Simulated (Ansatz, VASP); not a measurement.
# Rh: VASP beside Ansatz

```
Rh
1.0
     0.00000    1.91499    1.91499
     1.91499    0.00000    1.91499
     1.91499    1.91499    0.00000
Rh
1
Cartesian
  0.0000 0.0000 0.0000
```

Alike in both runs: task relaxation of cell and atoms; functional PBE; k mesh 20 × 20 × 20; occupations fermi-dirac, width 0.15 eV; no spin polarisation.

|  | VASP | Ansatz |
| --- | --- | --- |
| version | VASP 6.6.1 | Ansatz 0.2.0 |
| potentials or method | VASP PAW PBE potentials, release 64 (Rh_pv), cutoff 600 eV | scalar-relativistic, plane waves, PAW |
| valence electrons in the cell | 15 | 17 |

|  | VASP | Ansatz | Ansatz less VASP |
| --- | --- | --- | --- |
| gap on the k mesh at the Fermi level, each at its own relaxed structure (eV) | none | none | - |
| relaxed volume (Å³/atom) | 14.10 | 14.10 | +0.006 |
| relaxed cell length with the largest relative difference (Å) | 2.711 | 2.712 | +0.0004 |

A gap of «none» marks a metal or a gap that the smearing closes. VASP's potentials hold 15 valence electrons a cell and Ansatz's 17, so a difference there can come from the potentials and not from the codes.
